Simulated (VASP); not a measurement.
# MoS2 (P-3m1) in VASP: a series of runs

Aim: see how the results for MoS2 move with the level of theory and the settings. Levels: PBEsol, r2SCAN+rVV10. Tasks: single point, relaxation of cell and atoms.

Program: VASP 6.6.1. These are calculated values, not measurements. Logs are shortened: lines on timing, memory, paths and dates and some standing lists are left out, and cuts for length are marked.

## (1) The cell of the first run

The structure is trigonal, space group P-3m1 (No. 164). Conventional cell: a = 3.150 Å, b = 3.150 Å, c = 6.054 Å, α = 90.00°, β = 90.00°, γ = 120.00°. Mo (site symmetry -3m) has 6 S at 2.41 Å and 6 Mo at 3.15 Å within 3.2 Å. S (site symmetry 3m) has 3 Mo at 2.41 Å and 6 S at 3.15 Å within 3.2 Å.

## (2) Single point, PBEsol

Input file INCAR:

```
PREC     = Accurate       # precision mode
ENCUT    = 520            # plane-wave cutoff, eV
EDIFF    = 1E-7           # SCF threshold, eV
ISMEAR   = -1             # smearing method
SIGMA    = 0.03           # smearing width, eV
LREAL    = F              # projectors in reciprocal space
LASPH    = T              # aspherical terms in the spheres
NELM     = 80             # most SCF steps
ALGO     = Normal         # electronic algorithm
ISIF     = 2              # what is computed and relaxed
LWAVE    = F              # write WAVECAR
LCHARG   = T              # write CHGCAR
GGA      = PS             # functional
LELF     = T              # ELF
LVHAR    = T            
NBANDS   = 20             # bands
```

Input file KPOINTS:

```
Automatic mesh
0
Gamma
  9 9 4
```

Input file POSCAR:

```
MoS2
1.0
    3.1501776736      0.0000000000      0.0000000000
   -1.5750888368      2.7281338917      0.0000000000
    0.0000000000      0.0000000000      6.0543832515
Mo S
1 2
Direct
    0.0000000000      0.0000000000      0.0000000000
    0.6666666667      0.3333333333      0.7391776733
    0.3333333333      0.6666666667      0.2608223267
```

Potentials or basis: VASP PAW PBE potentials, release 64 (Mo_sv, S).

Run with:

```sh
> cat potpaw_PBE.64/Mo_sv/POTCAR potpaw_PBE.64/S/POTCAR > POTCAR
> mpirun -np 1 vasp_std > vasp.out
```

OUTCAR:

```text
PREC = Accurate
   ENCUT = 520
   EDIFF = 1E-7
   ISMEAR = -1
   LREAL = F
   LASPH = T
   NELM = 80
   ISIF = 2
   GGA = PS

 ion  position               nearest neighbor table
   1  0.000  0.000  0.000-   2 2.41   3 2.41   3 2.41   2 2.41   2 2.41   3 2.41
   2  0.667  0.333  0.739-   1 2.41   1 2.41   1 2.41
   3  0.333  0.667  0.261-   1 2.41   1 2.41   1 2.41

  LATTYP: Found a hexagonal cell.
 ALAT       =     3.1501776736
 C/A-ratio  =     1.9219180246

  Lattice vectors:

 A1 = (   3.1501776736,   0.0000000000,   0.0000000000)
 A2 = (  -1.5750888368,   2.7281338917,   0.0000000000)
 A3 = (   0.0000000000,   0.0000000000,   6.0543832515)

Analysis of symmetry for initial positions (statically):
=====================================================================
 Subroutine PRICEL returns:
 Original cell was already a primitive cell.

 Routine SETGRP: Setting up the symmetry group for a
 hexagonal supercell.

 Subroutine GETGRP returns: Found 12 space group operations
 (whereof 12 operations were pure point group operations)
 out of a pool of 24 trial point group operations.

The static configuration has the point symmetry D_3d.

Analysis of symmetry for dynamics (positions and initial velocities):
=====================================================================
 Subroutine PRICEL returns:
 Original cell was already a primitive cell.

 Routine SETGRP: Setting up the symmetry group for a
 hexagonal supercell.

 Subroutine GETGRP returns: Found 12 space group operations
 (whereof 12 operations were pure point group operations)
 out of a pool of 24 trial point group operations.

The dynamic configuration has the point symmetry D_3d.

 Subroutine INISYM returns: Found 12 space group operations
 (whereof 12 operations are pure point group operations),
 and found     1 'primitive' translations

----------------------------------------------------------------------------------------

                                     Primitive cell

  volume of cell :      52.0320

  direct lattice vectors                    reciprocal lattice vectors
     3.150177674  0.000000000  0.000000000     0.317442412  0.183275462  0.000000000
    -1.575088837  2.728133892  0.000000000     0.000000000  0.366550924  0.000000000
     0.000000000  0.000000000  6.054383252     0.000000000  0.000000000  0.165169590

  length of vectors
     3.150177674  3.150177674  6.054383252     0.366550924  0.366550924  0.165169590

  position of ions in fractional coordinates (direct lattice)
     0.000000000  0.000000000  0.000000000
     0.666666667  0.333333333  0.739177673
     0.333333333  0.666666667  0.260822327

  ion indices of the primitive-cell ions
   primitive index   ion index
                 1           1
                 2           2
                 3           3

----------------------------------------------------------------------------------------

 KPOINTS: Automatic mesh

Automatic generation of k-mesh.
 Grid dimensions read from file:
 generate k-points for:    9    9    4

 Generating k-lattice:

  Cartesian coordinates                     Fractional coordinates (reciprocal lattice)
     0.035271379  0.020363940  0.000000000     0.111111111  0.000000000  0.000000000
     0.000000000  0.040727880  0.000000000     0.000000000  0.111111111  0.000000000
     0.000000000  0.000000000  0.041292398     0.000000000  0.000000000  0.250000000

  Length of vectors
     0.040727880  0.040727880  0.041292398

  Shift w.r.t. Gamma in fractional coordinates (k-lattice)
     0.000000000  0.000000000  0.000000000

 Subroutine IBZKPT returns following result:
 ===========================================

 Found     43 irreducible k-points:

 Following reciprocal coordinates:
            Coordinates               Weight
  0.000000  0.000000  0.000000      1.000000
  0.111111  0.000000  0.000000      6.000000
  0.222222  0.000000  0.000000      6.000000
  0.333333  0.000000  0.000000      6.000000
  0.444444  0.000000  0.000000      6.000000
  0.111111  0.111111  0.000000      6.000000
[... 16 lines left out ...]
  0.222222  0.111111  0.250000     12.000000
 -0.111111  0.333333  0.250000     12.000000
 [... further k-points ...]
   k-points           NKPTS =     43   k-points in BZ     NKDIM =     43   number of bands    NBANDS=     20
   number of dos      NEDOS =    301   number of ions     NIONS =      3
   total plane-waves  NPLWV =  27648
   dimension x,y,z NGX =    24 NGY =   24 NGZ =   48
   dimension x,y,z NGXF=    48 NGYF=   48 NGZF=   96
   ions per type =               1   2
   NGX,Y,Z   is equivalent  to a cutoff of  12.67, 12.67, 13.18 a.u.
   NGXF,Y,Z  is equivalent  to a cutoff of  25.33, 25.33, 26.36 a.u.
 SYSTEM =  unknown system
   PREC   = accura    normal or accurate (medium, high low for compatibility)
   ISTART =      0    job   : 0-new  1-cont  2-samecut
   ICHARG =      2    charge: 1-file 2-atom 10-const
   ISPIN  =      1    spin polarized calculation?
   LNONCOLLINEAR =      F non collinear calculations
   LSORBIT =      F    spin-orbit coupling
   LASPH  =      T    aspherical Exc in radial PAW
   ENCUT  =  520.0 eV  38.22 Ry    6.18 a.u.   5.86  5.86 11.26*2*pi/ulx,y,z
   NELM   =     80;   NELMIN=  2; NELMDL= -5     # of ELM steps
   EDIFF  = 0.1E-06   stopping-criterion for ELM
   LREAL  =      F    real-space projection
   EDIFFG = 0.1E-05   stopping-criterion for IOM
   NSW    =      0    number of steps for IOM
   IBRION =     -1    ionic relax: 0-MD 1-quasi-New 2-CG
   NFREE  =      0    steps in history (QN), initial steepest desc. (CG)
   ISIF   =      2    stress and relaxation
   ISYM   =      2    0-nonsym 1-usesym 2-fastsym
   POTIM  = 0.5000    time-step for ionic-motion
   TEBEG  =    0.0;   TEEND  =   0.0 temperature during run
   PSTRESS=    0.0 pullay stress
   NELECT =      26.0000    total number of electrons
   NUPDOWN=      -1.0000    fix difference up-down
   EMIN   =  10.00;   EMAX   =-10.00  energy-range for DOS
   EFERMI =   0.00;   METHOD = LEGACY
   ISMEAR =    -1;   SIGMA  =   0.03  broadening in eV -4-tet -1-fermi 0-gaus
   EFERMI_NEDOS =   21; number of points for ismear=-14 and -15
   IALGO  =     38    algorithm
   IMIX   =      4    mixing-type and parameters
     AMIX     =   0.40;   BMIX     =  1.00
     AMIX_MAG =   1.60;   BMIX_MAG =  1.00
  volume/ion in A,a.u.               =      17.34       117.04
  Fermi-wavevector in a.u.,A,eV,Ry     =   1.299099  2.454942 22.962000  1.687659
  Thomas-Fermi vector in A             =   2.430385
   LORBIT       =      0    0 simple, 1 ext, 2 COOP (PROOUT), +10 PAW based schemes
   GGA     = PS    functional components
   LHFCALC =     F    Hartree Fock is set to
   AEXX    =    0.0000 exact exchange contribution
   IVDW    =     0    specifies the selected vdW correction
   LEPSILON=     F    determine dielectric tensor
   LRPA    =     F    only Hartree local field effects (RPA)
 non-spin polarized calculation
  energy-cutoff  :      520.00
  volume of cell :       52.03
 maximum number of plane-waves:      1414
   NGX = 11   NGY = 11   NGZ = 23

 number of electron      25.9999999 magnetization

 Free energy of the ion-electron system (eV)
  ---------------------------------------------------
  ext. energy  EPLUGINS =         0.00000000
  ---------------------------------------------------
  free energy    TOTEN  =       -22.62498475 eV

  energy without entropy =      -22.62163129  energy(sigma->0) =      -22.62330802

 E-fermi :   8.0016     XC(G=0): -11.1955

 val. band max:        7.9383911279   @ k =   0.0000   0.0000   0.0000
 cond. band min:       8.0359251093   @ k =   0.1111   0.0000   0.0000
 fundamental gap:      0.0975339814
 Fermi energy:         8.0015833593

 k-point     1 :       0.0000    0.0000    0.0000
  band No.  band energies     occupation
      1     -53.6498      2.00000
      2     -27.7715      2.00000
      3     -27.6371      2.00000
      4     -27.6371      2.00000
      5      -7.1838      2.00000
      6      -5.5255      2.00000
[... 12 lines left out ...]
     19      14.6823      0.00000
     20      17.6359      0.00000

 k-point     2 :       0.1111    0.0000    0.0000
  band No.  band energies     occupation
      1     -53.6448      2.00000
      2     -27.7617      2.00000
      3     -27.6869      2.00000
      4     -27.6484      2.00000
      5      -6.9818      2.00000
      6      -5.4752      2.00000
[... 12 lines left out ...]
     19      15.3206      0.00000
     20      17.1594      0.00000

 k-point     3 :       0.2222    0.0000    0.0000
  band No.  band energies     occupation
      1     -53.6319      2.00000
      2     -27.8115      2.00000
      3     -27.7365      2.00000
      4     -27.6770      2.00000
      5      -6.4253      2.00000
      6      -5.3388      2.00000
[... 12 lines left out ...]
     19      15.9221      0.00000
     20      17.0086      0.00000

 k-point     4 :       0.3333    0.0000    0.0000
  band No.  band energies     occupation
      1     -53.6172      2.00000
      2     -27.9502      2.00000
      3     -27.7093      2.00000
      4     -27.7079      2.00000
      5      -5.7096      2.00000
      6      -5.1211      2.00000
[... 12 lines left out ...]
     19      15.1115      0.00000
     20      16.1606      0.00000

 k-point     5 :       0.4444    0.0000    0.0000
  band No.  band energies     occupation
      1     -53.6076      2.00000
      2     -28.0392      2.00000
      3     -27.7303      2.00000
      4     -27.6892      2.00000
      5      -5.3298      2.00000
      6      -4.7316      2.00000
[... 12 lines left out ...]
     19      15.0965      0.00000
     20      16.0129      0.00000
[... 353 lines left out ...]
      6      -4.5776      2.00000
[... 12 lines left out ...]
     19      14.2024      0.00000
     20      16.1660      0.00000

 k-point    22 :       0.1111    0.1111    0.2500
  band No.  band energies     occupation
      1     -53.6358      2.00000
      2     -27.7695      2.00000
      3     -27.7444      2.00000
      4     -27.6728      2.00000
      5      -6.4685      2.00000
      6      -5.5741      2.00000
[... 12 lines left out ...]
     19      16.2707      0.00000
     20      16.8993      0.00000

 k-point    23 :       0.2222    0.1111    0.2500
  band No.  band energies     occupation
      1     -53.6220      2.00000
      2     -27.8906      2.00000
      3     -27.7197      2.00000
      4     -27.7116      2.00000
      5      -5.7965      2.00000
      6      -5.3943      2.00000
[... 12 lines left out ...]
     19      16.4675      0.00000
     20      16.6648      0.00000

 k-point    24 :      -0.1111    0.3333    0.2500
  band No.  band energies     occupation
      1     -53.6220      2.00000
      2     -27.8906      2.00000
      3     -27.7197      2.00000
      4     -27.7116      2.00000
      5      -5.8906      2.00000
      6      -5.2731      2.00000
[... 12 lines left out ...]
     19      15.7170      0.00000
     20      17.5213      0.00000

 [... further k-points ...]

------------------------ aborting loop because EDIFF is reached ----------------------------------------

  FORCE on cell =-STRESS in cart. coord.  units (eV):
  Direction    XX          YY          ZZ          XY          YZ          ZX
  --------------------------------------------------------------------------------------
  -------------------------------------------------------------------------------------
  Total        0.0029632      0.0029632      0.0227523     -0.0000000      0.0000000     -0.0000000
  in kB        0.0912432      0.0912432      0.7005915     -0.0000000      0.0000000     -0.0000000
  external PRESSURE =       0.2943593 kB  Pullay stress =       0.0000000 kB

 VOLUME and BASIS-vectors are now :
 -----------------------------------------------------------------------------
  energy-cutoff  :      520.00
  volume of cell :       52.03
      direct lattice vectors                 reciprocal lattice vectors
     3.150177674  0.000000000  0.000000000     0.317442412  0.183275462  0.000000000
    -1.575088837  2.728133892  0.000000000     0.000000000  0.366550924  0.000000000
     0.000000000  0.000000000  6.054383252     0.000000000  0.000000000  0.165169590

 POSITION                                       TOTAL-FORCE (eV/Angst)
 -----------------------------------------------------------------------------------
      0.00000      0.00000      0.00000        -0.000000      0.000000      0.000000
      1.57509      0.90938      4.47526         0.000000      0.000000     -0.001915
     -0.00000      1.81876      1.57912        -0.000000     -0.000000      0.001915
 -----------------------------------------------------------------------------------
    total drift:                               -0.000000      0.000000     -0.000000

  FREE ENERGIE OF THE ION-ELECTRON SYSTEM (eV)
  ---------------------------------------------------
  free  energy   TOTEN  =       -22.6249847541 eV

  energy  without entropy=      -22.6216312850  energy(sigma->0) =      -22.62330802
```

Run time: 18 s. Hardware: 1 thread of Intel Xeon 6975P-C (Granite Rapids), shared host; peak memory 0.18 GiB.

Results:

| Item | Value |
| --- | --- |
| Free energy | -22.6250 eV |
| Pressure | 0.0 GPa |
| Band gap on the k mesh | zero (bands 13 and 14 overlap by 1.09 eV) |

Levels at points of the mesh, in eV from the Fermi level:
```
           k point  band 9  band 10  band 11  band 12  band 13  band 14  band 15  band 16  band 17  band 18
(0.00, 0.00, 0.00)   -3.89    -1.64    -1.54    -0.90    -0.90    -0.06    -0.06     3.16     3.16     6.15
(0.00, 0.00, 0.50)   -3.87    -3.87    -0.91    -0.91    -0.20    -0.20    -0.12     3.46     3.46     6.26
```

Caveat: the PAW data sets were made with another functional, which shifts forces and pressure a little; this functional lacks dispersion, which binds the layers, so the pressure and a relaxed spacing across them are unreliable.

## (3) Single point, r2SCAN+rVV10

This run uses another cell than the first one, of 17.81 Å³/atom.

Input file POSCAR:

```
MoS2
1.0
    3.2200741152      0.0000000000      0.0000000000
   -1.6100370576      2.7886659859      0.0000000000
    0.0000000000      0.0000000000      5.9492052369
Mo S
1 2
Direct
    0.0000000000      0.0000000000      0.0000000000
    0.6666666667      0.3333333333      0.7401192271
    0.3333333333      0.6666666667      0.2598807729
```

Input file INCAR.step1:

```
SYSTEM = MoS2
  ALGO = Normal
  EDIFF = 1E-4
  ENCUT = 520
  GGA = PE
  ISMEAR = -1
  LASPH = .TRUE.
  LCHARG = .FALSE.
  LREAL = .FALSE.
  LWAVE = .TRUE.
  NBANDS = 20
  NELM = 100
  PREC = Accurate
  SIGMA = 0.03
```

Input file INCAR.step2:

```
SYSTEM = MoS2
  ALGO = Normal
  BPARAM = 11.95
  CPARAM = 0.0093
  EDIFF = 1E-6
  ENCUT = 520
  ISIF = 2
  ISMEAR = -1
  ISTART = 1
  IVDW_NL = 2
  LASPH = .TRUE.
  LCHARG = .TRUE.
  LELF = .TRUE.
  LMIXTAU = .TRUE.
  LREAL = .FALSE.
  LUSE_VDW = .TRUE.
  LVHAR = .TRUE.
  LWAVE = .FALSE.
  METAGGA = R2SCAN
  NBANDS = 20
  NELM = 100
  PREC = Accurate
  SIGMA = 0.03
```

Input file KPOINTS:

```
k-points
0
G
  12 12 4
  0 0 0
```

Potentials or basis: VASP PAW PBE potentials, release 64 (Mo_sv, S).

Run with:

```sh
> cat potpaw_PBE.64/Mo_sv/POTCAR potpaw_PBE.64/S/POTCAR > POTCAR
> cp INCAR.step1 INCAR
> mpirun -np 1 vasp_std > vasp.out
> cp INCAR.step2 INCAR
> mpirun -np 1 vasp_std > vasp.out
```

It took 1.8 min on 1 thread of Intel Xeon 6975P-C (Granite Rapids), shared host; peak memory 0.32 GiB.

Results (log left out):

```yaml
Free_energy: -43.6759 eV
Pressure: 0.2 GPa
Largest_force: 0.015 eV/Å
Band_gap_on_the_k_mesh: zero (bands 13 and 14 overlap by 1.27 eV)
```

Forces on the atoms (eV/Å):
```
Mo   0.000  0.000  0.000
S    0.000  0.000 -0.015
S    0.000  0.000  0.015
```

Levels at points of the mesh, in eV from the Fermi level:
| k point | band 10 | band 11 | band 12 | band 13 | band 14 | band 15 | band 16 | band 17 |
| --- | --- | --- | --- | --- | --- | --- | --- | --- |
| (0.00, 0.00, 0.00) | -1.56 | -1.18 | -1.00 | -1.00 | -0.39 | -0.39 | 3.23 | 3.23 |
| (0.50, 0.00, 0.00) | -4.35 | -3.69 | -2.06 | -1.72 | 1.02 | 1.83 | 3.90 | 3.91 |
| (0.00, 0.00, 0.50) | -4.15 | -1.01 | -1.01 | -0.56 | -0.56 | 0.15 | 3.58 | 3.58 |
| (0.50, 0.00, 0.50) | -4.47 | -2.38 | -2.29 | -1.72 | 1.01 | 1.86 | 3.27 | 4.77 |

Caveat: the PAW data sets were made with another functional, which shifts forces and pressure a little.

[end of part 1 of 2]
